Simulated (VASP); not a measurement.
Input of a VASP 6.6.1 run:

The input INCAR:

```
SYSTEM = MnRh
PREC = Accurate
ENCUT = 500
EDIFF = 1E-6
ISMEAR = 0
SIGMA = 0.1
LREAL = .False.
LASPH = .True.
NELM = 200
ALGO = Normal
ISIF = 2
LWAVE = .False.
LCHARG = .True.
ISPIN = 2
MAGMOM = 3.52 0.75
LORBIT = 11
LMAXMIX = 4
GGA = CA
LELF = .True.
LVHAR = .True.
NBANDS = 25
GGA_COMPAT = .False.
```

The input KPOINTS:

```
regular mesh
0
Gamma
  14 14 14
  0 0 0
```

POSCAR

```
MnRh
1.0
    2.9539545018      0.0000000000      0.0000000000
    0.0000000000      2.9539545018      0.0000000000
    0.0000000000      0.0000000000      2.9539545018
Mn Rh
1 1
Direct
    0.0000000000      0.0000000000      0.0000000000
    0.5000000000      0.5000000000      0.5000000000
```

Potentials or basis: VASP PAW LDA potentials, release 64 (Mn_pv, Rh_pv).

Launch:

```sh
$ cat potpaw_LDA.64/Mn_pv/POTCAR potpaw_LDA.64/Rh_pv/POTCAR > POTCAR
$ mpirun -np 1 vasp_std > vasp.out
```

(1) Predict the net moment.

(2) Predict the pressure.

## Answers

(1) 3.93 μB per cell.

(2) -0.2 GPa.
